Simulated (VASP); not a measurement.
The system is CuO (Tenorite).

```xyz
4
Lattice="2.2509 -1.6449 0.0000 2.2509 1.6449 0.0000 -0.8261 0.0000 5.0594" Properties=species:S:1:pos:R:3 pbc="T T T"
Cu    0.7124   -0.8119    2.5297
Cu    1.1254    0.8119    0.0000
O     1.5764    0.2727    3.8133
O     1.9895   -0.2727    1.2836
```

Base run:

```yaml
Program: VASP 6.6.1
Functional: PBEsol
Potentials_or_basis: VASP PAW PBE potentials, release 64 (Cu, O)
Cutoff: 520 eV
k_mesh: 8 × 8 × 5
Occupations: fermi-dirac, width 0.05 eV
Spin: no spin polarisation
```

Its results: band gap on the k mesh zero (band 17 reaches 6.84 eV, above the bottom of band 18 at 6.38 eV); pressure 13.5 GPa; largest force 0.947 eV/Å.

Problem. The run is repeated on the same cell with these changes: potentials or basis from VASP PAW PBE potentials, release 64 (Cu, O) to VASP PAW PBE potentials, release 64 (Cu_sv_GW, O); cutoff from 520 eV to 700 eV; further incar settings from ALGO = Normal; EDIFF = 1e-06; NBANDS = 25 to ALGO = Normal; EDIFF = 1e-06; NBANDS = 33; valence electrons from 34 to 50. What comes out?

Solution. Band gap on the k mesh zero (band 25 reaches 6.86 eV, above the bottom of band 26 at 6.41 eV); pressure 9.6 GPa; largest force 0.926 eV/Å.

Caveats: the PAW data sets were made with another functional, which shifts forces and pressure a little; semilocal functionals often make such compounds metallic where correlation or magnetic order opens a gap, which also shifts bond lengths.
